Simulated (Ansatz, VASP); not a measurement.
**Ca3CrSe4: VASP beside Ansatz**

File INCAR:

```
SYSTEM = Ca3CrSe4
PREC     = Accurate       ! precision mode
ENCUT    = 600            ! plane-wave cutoff, eV
EDIFF    = 1E-6           ! SCF threshold, eV
ISMEAR   = 0              ! smearing method
SIGMA    = 0.15           ! smearing width, eV
LREAL    = .FALSE.        ! projectors in reciprocal space
LASPH    = .TRUE.         ! aspherical terms in the spheres
NELM     = 150            ! most SCF steps
ALGO     = Normal         ! electronic algorithm
ISIF     = 3              ! what is computed and relaxed
LWAVE    = .FALSE.        ! write WAVECAR
LCHARG   = .FALSE.        ! write CHGCAR
ISPIN    = 2              ! spin polarisation
MAGMOM   = 0 0 0 3 0 0 0 0 ! initial moments
LORBIT   = 11             ! projections on sites
LMAXMIX  = 4              ! l up to which the mixer works
GGA      = PE             ! functional
IBRION   = 2              ! ionic algorithm
NSW      = 36             ! ionic steps
EDIFFG   = -0.08          ! ionic threshold
```

Contents of KPOINTS:

```
Automatic mesh
0
G
  2 2 2
  0 0 0
```

The input POSCAR:

```
Ca3CrSe4
1.0
    6.0681683200      0.0000000000      0.0000000000
    0.0000000000      6.0681683200      0.0000000000
    0.0000000000      0.0000000000      6.0681683200
Ca Cr Se
3 1 4
Direct
    0.0000000000      0.5000000000      0.5000000000
    0.5000000000      0.0000000000      0.5000000000
    0.5000000000      0.5000000000      0.0000000000
    0.5000000000      0.5000000000      0.5000000000
    0.5000000000      0.0000000000      0.0000000000
    0.0000000000      0.5000000000      0.0000000000
    0.0000000000      0.0000000000      0.5000000000
    0.0000000000      0.0000000000      0.0000000000
```

Input for Ansatz:

```yaml
crystal:
  lattice:
    - [6.06816832, 0.0, 0.0]
    - [0.0, 6.06816832, 0.0]
    - [0.0, 0.0, 6.06816832]
  atoms:
    - { symbol: Ca, position: [0.0, 0.5, 0.5] }
    - { symbol: Ca, position: [0.5, 0.0, 0.5] }
    - { symbol: Ca, position: [0.5, 0.5, 0.0] }
    - { symbol: Cr, position: [0.5, 0.5, 0.5], spin: 3.0 }
    - { symbol: Se, position: [0.5, 0.0, 0.0] }
    - { symbol: Se, position: [0.0, 0.5, 0.0] }
    - { symbol: Se, position: [0.0, 0.0, 0.5] }
    - { symbol: Se, position: [0.0, 0.0, 0.0] }
basis:
  ecutwfc: 420
kpoints:
  mp_grid: { grid: [2, 2, 2] }
hamiltonian:
  xc: pbe
scf:
  occupations: { method: gaussian, width: 0.15 }
  lower_state_search: "off"
output:
  forces: true
  stress: true
  eigenvalues: true
  populations: true
magnetization:
  spin_polarized: true
relax:
  adjacent_minimum: "off"
  f_tol: 0.08
  max_steps: 16
  cell: { stress_tol: 0.8 }
```

Alike in both runs: task relaxation of cell and atoms; functional PBE; k mesh 2 × 2 × 2; occupations gaussian, width 0.15 eV; collinear spin.

```csv
,VASP,Ansatz
version,VASP 6.6.1,Ansatz 0.2.0
potentials or method,"VASP PAW PBE potentials, release 64 (Ca_sv, Cr_pv, Se), cutoff 600 eV","scalar-relativistic, plane waves, PAW"
valence electrons in the cell,66,108
```

```csv
,VASP,Ansatz,Ansatz less VASP
"gap on the k mesh at the Fermi level, each at its own relaxed structure (eV)",none,none,-
net moment per atom (μB),0.64,0.64,-0.001
size of the moment on the site where the two differ most (μB),4.21,4.30,+0.093
relaxed volume (Å³/atom),27.21,26.91,-0.302
relaxed length of the cell vector where the two differ most in proportion (Å),6.016,5.993,-0.0223
```

Site moments also hang on the region over which each program counts them. A gap of «none» marks a metal or a gap that the smearing closes. VASP's potentials hold 66 valence electrons a cell and Ansatz's 108, so a difference there can come from the potentials and not from the codes.

The k mesh is coarse, so the values compare programs but aren't converged.
